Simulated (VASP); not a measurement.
A run of VASP 6.6.1:

File INCAR:

```
PREC     = Accurate       # precision mode
ENCUT    = 520            # plane-wave cutoff, eV
EDIFF    = 1E-7           # SCF threshold, eV
ISMEAR   = -1             # smearing method
SIGMA    = 0.05           # smearing width, eV
LREAL    = F              # projectors in reciprocal space
LASPH    = T              # aspherical terms in the spheres
NELM     = 150            # most SCF steps
ALGO     = Normal         # electronic algorithm
ISIF     = 2              # what is computed and relaxed
LWAVE    = F              # write WAVECAR
LCHARG   = T              # write CHGCAR
LMAXMIX  = 4              # l up to which the mixer works
LDAU     = T              # DFT+U
LDAUTYPE = 2            
LDAUL    = 2 -1           # shell
LDAUU    = 8 0            # U, eV
LDAUJ    = 0 0          
LDAUPRINT= 1            
LELF     = T              # ELF
LVHAR    = T            
NBANDS   = 14             # bands
```

Contents of KPOINTS:

```
regular mesh
0
Gamma
  10 10 10
```

Contents of POSCAR:

```
ZrB
1.0
    0.0000000000      2.4923242498      2.4923242498
    2.4923242498      0.0000000000      2.4923242498
    2.4923242498      2.4923242498      0.0000000000
Zr B
1 1
Direct
    0.0000000000      0.0000000000      0.0000000000
    0.5000000000      0.5000000000      0.5000000000
```

Potentials or basis: VASP PAW LDA potentials, release 64 (Zr_sv, B).

Launch:

```sh
$ cat potpaw_LDA.64/Zr_sv/POTCAR potpaw_LDA.64/B/POTCAR > POTCAR
$ mpirun -np 1 vasp_std > vasp.out
```

Hardware: 1 thread of Intel(R) Xeon(R) 6975P-C (Granite Rapids) (shared host).

How long does it take, and how much memory?

Wall time 9.9 s on 1 thread of Intel(R) Xeon(R) 6975P-C (Granite Rapids) (shared host), peak memory 0.15 GiB. Counts: scf iterations 14, k points 47.
